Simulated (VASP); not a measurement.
Here is a VASP 6.6.1 calculation.

The input INCAR:

```
SYSTEM = Mo
PREC = Accurate
ENCUT = 520
EDIFF = 1E-6
ISMEAR = -1
SIGMA = 0.1
LREAL = .False.
LASPH = .True.
NELM = 100
ALGO = Normal
ISIF = 2
LWAVE = .False.
LCHARG = .False.
GGA = PE
NBANDS = 21
```

The input KPOINTS:

```
Automatic mesh
0
Gamma
  14 14 14
  0 0 0
```

File POSCAR:

```
Mo
1.0
    0.0000000000      2.7700856404      2.7700856404
    2.7700856404      0.0000000000      2.7700856404
    2.7700856404      2.7700856404      0.0000000000
Mo
2
Direct
    0.0000000000      0.0000000000      0.0000000000
    0.2500000000      0.2500000000      0.2500000000
```

Potentials or basis: VASP PAW PBE potentials, release 64 (Mo_sv).

The run is started by

```console
$ cat potpaw_PBE.64/Mo_sv/POTCAR > POTCAR
$ mpirun -np 1 vasp_std > vasp.out
```

**Question.** What does it give for the pressure?

**Answer.** 10.6 GPa.

**Question.** Estimate the band gap on the k mesh.

**Answer.** Zero (band 14 reaches 8.10 eV, above the bottom of band 15 at 7.48 eV).
